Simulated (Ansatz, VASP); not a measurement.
Two plane-wave programs on CdS

```
Cd S
1.0
     2.97395    2.97395    0.00000
    -2.97395    2.97395    0.00000
     0.00000    2.97395    2.97395
Cd S
1 1
Direct
  0.00000 0.00000 0.00000
  0.75000 0.25000 0.50000
```

Alike in both runs: task single point; functional r2SCAN; k mesh 8 × 8 × 8; no spin polarisation.

|  | VASP | Ansatz |
| --- | --- | --- |
| version | VASP 6.6.1 | Ansatz 0.2.0 |
| potentials or method | VASP PAW PBE potentials, release 64 (Cd, S) | PAW with Ansatz's default frozen-core files, scalar-relativistic |
| plane-wave cutoff (eV) | 520 | 500 |
| occupations | gaussian, width 0.01 eV | fixed |
| valence electrons in the cell | 18 | 26 |

|  | VASP | Ansatz | Ansatz less VASP |
| --- | --- | --- | --- |
| gap on the k mesh at the Fermi level (eV) | 1.45 | 1.46 | +0.006 |
| pressure (GPa) | -1.7 | -2.0 | -0.26 |

VASP's potentials were made for PBE, not for r2SCAN. VASP's potentials hold 18 valence electrons a cell and Ansatz's 26, so a difference there can come from the potentials and not from the codes.
